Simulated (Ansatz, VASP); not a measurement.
# Tl: VASP beside Ansatz

```
Tl
1.0
     3.58092    0.00000    0.00000
    -1.79046    3.10117    0.00000
     0.00000    0.00000    5.65791
Tl
2
Direct
  0.00000 0.00000 0.00000
  0.33333 0.66667 0.50000
```

Alike in both runs: functional PBE; k mesh 18 × 18 × 10; no spin polarisation.

Ansatz relaxed the structure, and its values are those at the end. VASP's run is a single point on that final structure, the one shown.

|  | VASP | Ansatz |
| --- | --- | --- |
| version | VASP 6.6.1 | Ansatz 0.2.0 |
| potentials or method | VASP PAW PBE potentials, release 64 (Tl_d) | plane-wave PAW, scalar-relativistic |
| plane-wave cutoff (eV) | 520 | 420 |
| occupations | methfessel-paxton of order 1, width 0.1 eV | cold, width 0.1 eV |
| valence electrons in the cell | 26 | 26 |

Ansatz gave:

- pressure (GPa): 0.0

Q: Estimate VASP's values.

A: Pressure (GPa): -0.1.

Spin-orbit coupling is off throughout.
